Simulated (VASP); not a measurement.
# Nb3C (P6_3/mmc) in VASP: a series of runs, part 2 of 3

VASP 6.6.1. Earlier steps stand in the parts before.

## (3) Single point, PBE

This run uses another cell than the first one, of 20.45 Å³/atom.

Contents of INCAR:

```
  PREC = Accurate
  ENCUT = 520
  EDIFF = 1E-6
  ISMEAR = 0
  SIGMA = 0.1
  LREAL = F
  LASPH = T
  NELM = 80
  ALGO = Normal
  ISIF = 2
  LWAVE = F
  LCHARG = F
  GGA = PE
  NBANDS = 53
```

Contents of KPOINTS:

```
Automatic mesh
0
Gamma
  3 3 4
```

Contents of POSCAR:

```
Nb3C
1.0
    6.3008651800      0.0000000000      0.0000000000
   -3.1504325900      5.4567093100      0.0000000000
    0.0000000000      0.0000000000      4.7585581900
Nb C
6 2
Direct
    0.3571008100      0.1785504100      0.7500000000
    0.8214495900      0.6428991900      0.7500000000
    0.1785504100      0.8214495900      0.2500000000
    0.6428991900      0.8214495900      0.2500000000
    0.1785504100      0.3571008100      0.2500000000
    0.8214495900      0.1785504100      0.7500000000
    0.6666666700      0.3333333300      0.2500000000
    0.3333333300      0.6666666700      0.7500000000
```

Potentials or basis: VASP PAW PBE potentials, release 64 (Nb_sv, C).

The run is started by

```sh
$ cat potpaw_PBE.64/Nb_sv/POTCAR potpaw_PBE.64/C/POTCAR > POTCAR
$ mpirun -np 1 vasp_std > vasp.out
```

OUTCAR:

```text
PREC = Accurate
   ENCUT = 520
   EDIFF = 1E-6
   ISMEAR = 0
   LREAL = F
   LASPH = T
   NELM = 80
   ISIF = 2
   GGA = PE

 ion  position               nearest neighbor table
   1  0.357  0.179  0.750-   2 2.93   6 2.93
   2  0.821  0.643  0.750-   1 2.93   6 2.93
   3  0.179  0.821  0.250-   5 2.93   4 2.93
   4  0.643  0.821  0.250-   5 2.93   3 2.93
   5  0.179  0.357  0.250-   3 2.93   4 2.93
   6  0.821  0.179  0.750-   2 2.93   1 2.93
   7  0.667  0.333  0.250-
   8  0.333  0.667  0.750-

  LATTYP: Found a hexagonal cell.
 ALAT       =     6.3008651800
 C/A-ratio  =     0.7552229819

  Lattice vectors:

 A1 = (   6.3008651800,   0.0000000000,   0.0000000000)
 A2 = (  -3.1504325900,   5.4567093100,   0.0000000000)
 A3 = (   0.0000000000,   0.0000000000,   4.7585581900)

Analysis of symmetry for initial positions (statically):
=====================================================================
 Subroutine PRICEL returns:
 Original cell was already a primitive cell.

 Routine SETGRP: Setting up the symmetry group for a
 hexagonal supercell.

 Subroutine GETGRP returns: Found 24 space group operations
 (whereof 12 operations were pure point group operations)
 out of a pool of 24 trial point group operations.

The static configuration has the point symmetry D_3d.
 The point group associated with its full space group is D_6h.

Analysis of symmetry for dynamics (positions and initial velocities):
=====================================================================
 Subroutine PRICEL returns:
 Original cell was already a primitive cell.

 Routine SETGRP: Setting up the symmetry group for a
 hexagonal supercell.

 Subroutine GETGRP returns: Found 24 space group operations
 (whereof 12 operations were pure point group operations)
 out of a pool of 24 trial point group operations.

The dynamic configuration has the point symmetry D_3d.
 The point group associated with its full space group is D_6h.

 Subroutine INISYM returns: Found 24 space group operations
 (whereof 12 operations are pure point group operations),
 and found     1 'primitive' translations

----------------------------------------------------------------------------------------

                                     Primitive cell

  volume of cell :     163.6087

  direct lattice vectors                    reciprocal lattice vectors
     6.300865180  0.000000000  0.000000000     0.158708363  0.091630316  0.000000000
    -3.150432590  5.456709310  0.000000000     0.000000000  0.183260633  0.000000000
     0.000000000  0.000000000  4.758558190     0.000000000  0.000000000  0.210147688

  length of vectors
     6.300865180  6.300865179  4.758558190     0.183260633  0.183260633  0.210147688

  position of ions in fractional coordinates (direct lattice)
     0.357100810  0.178550410  0.750000000
     0.821449590  0.642899190  0.750000000
     0.178550410  0.821449590  0.250000000
     0.642899190  0.821449590  0.250000000
[... 41 lines left out ...]

 Following reciprocal coordinates:
            Coordinates               Weight
  0.000000  0.000000  0.000000      1.000000
  0.333333  0.000000  0.000000      6.000000
  0.333333  0.333333  0.000000      2.000000
  0.000000  0.000000  0.250000      2.000000
  0.333333  0.000000  0.250000     12.000000
  0.333333  0.333333  0.250000      4.000000
  0.000000  0.000000  0.500000      1.000000
  0.333333  0.000000  0.500000      6.000000
  0.333333  0.333333  0.500000      2.000000
   k-points           NKPTS =      9   k-points in BZ     NKDIM =      9   number of bands    NBANDS=     53
   number of dos      NEDOS =    301   number of ions     NIONS =      8
   total plane-waves  NPLWV =  82944
   dimension x,y,z NGX =    48 NGY =   48 NGZ =   36
   dimension x,y,z NGXF=    96 NGYF=   96 NGZF=   72
   ions per type =               6   2
   NGX,Y,Z   is equivalent  to a cutoff of  12.66, 12.66, 12.58 a.u.
   NGXF,Y,Z  is equivalent  to a cutoff of  25.33, 25.33, 25.15 a.u.
 SYSTEM =  unknown system
   PREC   = accura    normal or accurate (medium, high low for compatibility)
   ISTART =      0    job   : 0-new  1-cont  2-samecut
   ICHARG =      2    charge: 1-file 2-atom 10-const
   ISPIN  =      1    spin polarized calculation?
   LNONCOLLINEAR =      F non collinear calculations
   LSORBIT =      F    spin-orbit coupling
   LASPH  =      T    aspherical Exc in radial PAW
   ENCUT  =  520.0 eV  38.22 Ry    6.18 a.u.  11.72 11.72  8.85*2*pi/ulx,y,z
   NELM   =     80;   NELMIN=  2; NELMDL= -5     # of ELM steps
   EDIFF  = 0.1E-05   stopping-criterion for ELM
   LREAL  =      F    real-space projection
   EDIFFG = 0.1E-04   stopping-criterion for IOM
   NSW    =      0    number of steps for IOM
   IBRION =     -1    ionic relax: 0-MD 1-quasi-New 2-CG
   NFREE  =      0    steps in history (QN), initial steepest desc. (CG)
   ISIF   =      2    stress and relaxation
   ISYM   =      2    0-nonsym 1-usesym 2-fastsym
   POTIM  = 0.5000    time-step for ionic-motion
   TEBEG  =    0.0;   TEEND  =   0.0 temperature during run
   PSTRESS=    0.0 pullay stress
   NELECT =      86.0000    total number of electrons
   NUPDOWN=      -1.0000    fix difference up-down
   EMIN   =  10.00;   EMAX   =-10.00  energy-range for DOS
   EFERMI =   0.00;   METHOD = LEGACY
   ISMEAR =     0;   SIGMA  =   0.10  broadening in eV -4-tet -1-fermi 0-gaus
   EFERMI_NEDOS =   21; number of points for ismear=-14 and -15
   IALGO  =     38    algorithm
   IMIX   =      4    mixing-type and parameters
     AMIX     =   0.40;   BMIX     =  1.00
     AMIX_MAG =   1.60;   BMIX_MAG =  1.00
  volume/ion in A,a.u.               =      20.45       138.01
  Fermi-wavevector in a.u.,A,eV,Ry     =   1.321211  2.496727 23.750310  1.745599
  Thomas-Fermi vector in A             =   2.450981
   LORBIT       =      0    0 simple, 1 ext, 2 COOP (PROOUT), +10 PAW based schemes
   GGA     = PE    functional components
   LHFCALC =     F    Hartree Fock is set to
   AEXX    =    0.0000 exact exchange contribution
   IVDW    =     0    specifies the selected vdW correction
   LEPSILON=     F    determine dielectric tensor
   LRPA    =     F    only Hartree local field effects (RPA)
 non-spin polarized calculation
 Gauss-broadening in eV      SIGMA  =   0.10
  energy-cutoff  :      520.00
  volume of cell :      163.61
 maximum number of plane-waves:      4422
 NGX is ok and might be reduce to    48
   NGX = 23   NGY = 23   NGZ = 17

 number of electron      86.0000002 magnetization

 Free energy of the ion-electron system (eV)
  ---------------------------------------------------
  ext. energy  EPLUGINS =         0.00000000
  ---------------------------------------------------
  free energy    TOTEN  =       -67.10129095 eV

  energy without entropy =      -67.01527585  energy(sigma->0) =      -67.05828340

 E-fermi :   7.5473     XC(G=0): -11.0397

 val. band max:        7.5339088981   @ k =   0.3333   0.0000   0.0000
 cond. band min:       7.5793272010   @ k =   0.3333   0.0000   0.2500
 fundamental gap:      0.0454183029
 Fermi energy:         7.5472763753

 k-point     1 :       0.0000    0.0000    0.0000
  band No.  band energies     occupation
      1     -47.6411      2.00000
      2     -47.5553      2.00000
      3     -47.5503      2.00000
      4     -47.5503      2.00000
      5     -47.5086      2.00000
      6     -47.5086      2.00000
[... 493 lines left out ...]
     52       9.0210      0.00000
     53       9.0249      0.00000

------------------------ aborting loop because EDIFF is reached ----------------------------------------

  FORCE on cell =-STRESS in cart. coord.  units (eV):
  Direction    XX          YY          ZZ          XY          YZ          ZX
  --------------------------------------------------------------------------------------
  -------------------------------------------------------------------------------------
  Total      -31.7784732    -31.7784732    -28.5978312      0.0000000      0.0000000      0.0000000
  in kB     -311.1983027   -311.1983026   -280.0511045      0.0000000      0.0000000      0.0000000
  external PRESSURE =    -300.8159033 kB  Pullay stress =       0.0000000 kB

 VOLUME and BASIS-vectors are now :
 -----------------------------------------------------------------------------
  energy-cutoff  :      520.00
  volume of cell :      163.61
      direct lattice vectors                 reciprocal lattice vectors
     6.300865180  0.000000000  0.000000000     0.158708363  0.091630316  0.000000000
    -3.150432590  5.456709310  0.000000000     0.000000000  0.183260633  0.000000000
     0.000000000  0.000000000  4.758558190     0.000000000  0.000000000  0.210147688

 POSITION                                       TOTAL-FORCE (eV/Angst)
 -----------------------------------------------------------------------------------
      1.68753      0.97430      3.56892        -0.372006     -0.214778     -0.000000
      3.15043      3.50811      3.56892        -0.000000      0.429555      0.000000
     -1.46290      4.48241      1.18964        -0.372006      0.214778     -0.000000
      1.46290      4.48241      1.18964         0.372006      0.214778      0.000000
      0.00000      1.94860      1.18964         0.000000     -0.429555      0.000000
      4.61333      0.97430      3.56892         0.372006     -0.214778      0.000000
      3.15043      1.81890      1.18964         0.000000     -0.000000      0.000000
     -0.00000      3.63781      3.56892         0.000000     -0.000000      0.000000
 -----------------------------------------------------------------------------------
    total drift:                               -0.000061      0.000035      0.000000

  FREE ENERGIE OF THE ION-ELECTRON SYSTEM (eV)
  ---------------------------------------------------
  free  energy   TOTEN  =       -67.1012909545 eV

  energy  without entropy=      -67.0152758463  energy(sigma->0) =      -67.05828340
```

Run time: 2.2 min. Hardware: 1 thread of Intel Xeon Platinum 8259CL at 2.50GHz (Skylake/Cascade Lake), shared host; peak memory 0.29 GiB.

Results:

| Property | Result |
| --- | --- |
| Free energy | -67.1013 eV |
| Pressure | -30.1 GPa |
| Largest force | 0.430 eV/Å |
| Band gap on the k mesh | zero (bands 43 and 44 overlap by 0.69 eV) |

Forces on the atoms (eV/Å):
```
Nb  -0.372 -0.215  0.000
Nb   0.000  0.430  0.000
Nb  -0.372  0.215  0.000
Nb   0.372  0.215  0.000
Nb   0.000 -0.430  0.000
Nb   0.372 -0.215  0.000
C    0.000  0.000  0.000
C    0.000  0.000  0.000
```

Stress tensor (GPa, compression positive):
```
-31.12   0.00   0.00
  0.00 -31.12   0.00
  0.00   0.00 -28.01
```

Levels at points of the mesh, in eV from the Fermi level:
```csv
k point,band 39,band 40,band 41,band 42,band 43,band 44,band 45,band 46,band 47,band 48
"(0.00, 0.00, 0.00)",-1.45,-0.37,-0.36,-0.21,-0.21,-0.07,-0.07,0.28,0.76,1.29
"(0.00, 0.00, 0.50)",-0.98,-0.98,-0.44,-0.44,-0.44,-0.44,0.04,0.04,1.20,1.20
```

Caveat: the k points lie up to 0.38 Å⁻¹ apart, too coarse for converged energies and pressures of a metal.

## (4) Single point, PBE

Contents of INCAR:

```
PREC = Accurate
ENCUT = 520
EDIFF = 1E-7
ISMEAR = 0
SIGMA = 0.1
LREAL = F
LASPH = T
NELM = 100
ALGO = Normal
ISIF = 2
LWAVE = F
LCHARG = T
GGA = PE
LELF = T
LVHAR = T
NBANDS = 53
```

Contents of KPOINTS:

```
regular mesh
0
Gamma
  6 6 4
```

Contents of POSCAR:

```
Nb3C
1.0
    5.3474818012      0.0000000000      0.0000000000
   -2.6737409006      4.6310550861      0.0000000000
    0.0000000000      0.0000000000      4.7556375826
Nb C
6 2
Direct
    0.3361052335      0.1680526167      0.7500000000
    0.8319473833      0.6638947665      0.7500000000
    0.1680526167      0.8319473833      0.2500000000
    0.6638947665      0.8319473833      0.2500000000
    0.1680526167      0.3361052335      0.2500000000
    0.8319473833      0.1680526167      0.7500000000
    0.6666666667      0.3333333333      0.2500000000
    0.3333333333      0.6666666667      0.7500000000
```

The run is started by

```sh
$ cat potpaw_PBE.64/Nb_sv/POTCAR potpaw_PBE.64/C/POTCAR > POTCAR
$ mpirun -np 1 vasp_std > vasp.out
```

It took 3.4 min on 1 thread of Intel Xeon Platinum 8259CL at 2.50GHz (Skylake/Cascade Lake), shared host; peak memory 0.27 GiB.

The run converged. Its results:

```yaml
Free_energy: -73.6843 eV
Pressure: -0.3 GPa
Largest_force: 0.015 eV/Å
Band_gap_on_the_k_mesh: zero (bands 43 and 44 overlap by 1.60 eV)
```

Forces in eV/Å, atoms in the order of the input:
```
Nb  -0.013 -0.008  0.000
Nb   0.000  0.015  0.000
Nb  -0.013  0.008  0.000
Nb   0.013  0.008  0.000
Nb   0.000 -0.015  0.000
Nb   0.013 -0.008  0.000
C    0.000  0.000  0.000
C    0.000  0.000  0.000
```

Stress tensor (GPa, compression positive):
```
-0.26  0.00  0.00
 0.00 -0.26  0.00
 0.00  0.00 -0.43
```

Levels at points of the mesh, in eV from the Fermi level:
```tsv
k point	band 41	band 42	band 43	band 44	band 45	band 46
(0.00, 0.00, 0.00)	-0.99	-0.99	-0.01	-0.01	0.57	1.43
(0.50, 0.00, 0.00)	-0.33	0.15	0.30	0.56	0.71	0.74
(0.00, 0.00, 0.50)	-1.13	-1.13	-1.13	-1.13	1.55	1.55
(0.50, 0.00, 0.50)	-0.10	-0.10	-0.10	-0.10	1.02	1.02
```

## (5) Relaxation of cell and atoms, PBE

This run uses another cell than the first one, of 20.45 Å³/atom.

Contents of INCAR:

```
  PREC = Accurate
  ENCUT = 600
  EDIFF = 1E-7
  ISMEAR = 0
  SIGMA = 0.1
  LREAL = False
  LASPH = True
  NELM = 60
  ALGO = Normal
  ISIF = 3
  LWAVE = False
  LCHARG = False
  GGA = PE
  IBRION = 2
  NSW = 90
  EDIFFG = -0.04
```

Contents of KPOINTS:

```
regular mesh
0
Gamma
  3 3 4
```

Contents of POSCAR:

```
Nb3C
1.0
    6.3008651800      0.0000000000      0.0000000000
   -3.1504325900      5.4567093100      0.0000000000
    0.0000000000      0.0000000000      4.7585581900
Nb C
6 2
Direct
    0.3571008100      0.1785504100      0.7500000000
    0.8214495900      0.6428991900      0.7500000000
    0.1785504100      0.8214495900      0.2500000000
    0.6428991900      0.8214495900      0.2500000000
    0.1785504100      0.3571008100      0.2500000000
    0.8214495900      0.1785504100      0.7500000000
    0.6666666700      0.3333333300      0.2500000000
    0.3333333300      0.6666666700      0.7500000000
```

The run is started by

```sh
$ cat potpaw_PBE.64/Nb_sv/POTCAR potpaw_PBE.64/C/POTCAR > POTCAR
$ mpirun -np 1 vasp_std > vasp.out
```

Run time: 33 min. Hardware: 1 thread of Intel Xeon Platinum 8259CL at 2.50GHz (Skylake/Cascade Lake), shared host; peak memory 0.36 GiB.

Results (log left out):

| Item | Value |
| --- | --- |
| Free energy | -73.8243 eV |
| Relaxed volume | 14.73 Å³/atom |
| Relaxed cell | a = 5.319 Å, b = 5.319 Å, c = 4.810 Å, α = 90.00°, β = 90.00°, γ = 120.00° |
| Space group after relaxing (to 0.1 Å) | P6_3/mmc (No. 194) |
| Energy gained by relaxing | 840.6 meV/atom |
| Ionic steps | 14 |
| Pressure after relaxing | -0.1 GPa |
| Band gap on the k mesh | zero (bands 43 and 44 overlap by 1.63 eV) |

Forces on the atoms (eV/Å):
```
Nb   0.002  0.001  0.000
Nb   0.000 -0.002  0.000
Nb   0.002 -0.001  0.000
Nb  -0.002 -0.001  0.000
Nb   0.000  0.002  0.000
Nb  -0.002  0.001  0.000
C    0.000  0.000  0.000
C    0.000  0.000  0.000
```

Stress tensor (GPa, compression positive):
```
-0.02  0.00  0.00
 0.00 -0.02  0.00
 0.00  0.00 -0.35
```

The path:
| step | energy change (eV) | largest force (eV/Å) | pressure (GPa) | volume (Å³) |
| --- | --- | --- | --- | --- |
| 1 | 0.0000 | 0.4294 | -30.08 | 163.61 |
| 2 | 0.8077 | 2.4579 | 92.36 | 88.48 |
| 3 | -5.7445 | 1.3176 | -2.37 | 119.84 |
| 4 | -5.7615 | 1.3596 | -0.23 | 118.38 |
| 5 | -5.7626 | 1.3850 | 1.01 | 117.58 |
| 6 | -6.2639 | 0.2978 | 2.37 | 115.87 |
| 7 | -6.3425 | 0.5576 | 4.57 | 114.85 |
| 8 | -6.5970 | 0.7348 | -1.87 | 119.27 |
| 9 | -6.5941 | 0.8225 | -4.04 | 121.06 |
| 10 | -6.6049 | 0.7645 | -2.90 | 120.09 |
| 11 | -6.7181 | 0.0512 | 0.55 | 117.53 |
| 12 | -6.7229 | 0.0998 | -0.14 | 117.95 |
| 13 | -6.7228 | 0.0843 | -0.08 | 117.91 |
| 14 | -6.7249 | 0.0021 | -0.13 | 117.86 |

Final structure:
```
CELL_PARAMETERS angstrom
5.31906 0.00000 0.00000
-2.65953 4.60644 0.00000
0.00000 0.00000 4.81015
ATOMIC_POSITIONS crystal
Nb 0.33565 0.16783 0.75000
Nb 0.83217 0.66435 0.75000
Nb 0.16783 0.83217 0.25000
Nb 0.66435 0.83217 0.25000
Nb 0.16783 0.33565 0.25000
Nb 0.83217 0.16783 0.75000
C 0.66667 0.33333 0.25000
C 0.33333 0.66667 0.75000
```

Levels at points of the mesh, in eV from the Fermi level:
```tsv
k point	band 40	band 41	band 42	band 43	band 44	band 45	band 46	band 47
(0.00, 0.00, 0.00)	-1.27	-0.94	-0.94	0.07	0.07	0.83	1.61	2.07
(0.00, 0.00, 0.50)	-1.93	-1.06	-1.06	-1.06	-1.06	1.73	1.73	2.71
```

Caveat: the k points lie up to 0.45 Å⁻¹ apart in the final cell, too coarse for converged energies and pressures of a metal; the volume moved by over 15 % at a fixed basis, so the end points are rough.

(Continued in part 3 of 3.)
